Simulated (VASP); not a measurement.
A run of VASP 6.6.1:

File POSCAR:

```
BP
1.0
    0.0000000000      2.2683154741      2.2683154741
    2.2683154741      0.0000000000      2.2683154741
    2.2683154741      2.2683154741      0.0000000000
B P
1 1
Direct
    0.0000000000      0.0000000000      0.0000000000
    0.2500000000      0.2500000000      0.2500000000
```

The input INCAR.step1:

```
SYSTEM = BP
ALGO = Normal
EDIFF = 1E-5
ENCUT = 600
GGA = PE
ISMEAR = -1
LASPH = .TRUE.
LCHARG = .FALSE.
LREAL = .FALSE.
LWAVE = .TRUE.
NBANDS = 11
NELM = 100
PREC = Accurate
SIGMA = 0.02
```

File INCAR.step2:

```
SYSTEM = BP
ALGO = Normal
EDIFF = 1E-7
EDIFFG = -0.005
ENCUT = 600
GGA = PE
HFSCREEN = 0.2079
IBRION = 2
ISIF = 3
ISMEAR = -1
ISTART = 1
LASPH = .TRUE.
LCHARG = .FALSE.
LHFCALC = .TRUE.
LREAL = .FALSE.
LWAVE = .FALSE.
NELM = 100
NSW = 80
PREC = Accurate
PRECFOCK = Normal
SIGMA = 0.02
```

The input KPOINTS:

```
k-points
0
G
  6 6 6
  0 0 0
```

Potentials or basis: VASP PAW PBE potentials, release 64 (B, P).

The run is started by

```sh
$ cat potpaw_PBE.64/B/POTCAR potpaw_PBE.64/P/POTCAR > POTCAR
$ cp INCAR.step1 INCAR
$ mpirun -np 1 vasp_std > vasp.out
$ cp INCAR.step2 INCAR
$ mpirun -np 1 vasp_std > vasp.out
```

Hardware: 1 thread of AMD EPYC 7R13, on a shared host.

Question: Estimate the wall time of this run.

Answer: Wall time 32 min on 1 thread of AMD EPYC 7R13, on a shared host, peak memory 0.23 GiB. Counts: k points 16, ion steps 3.
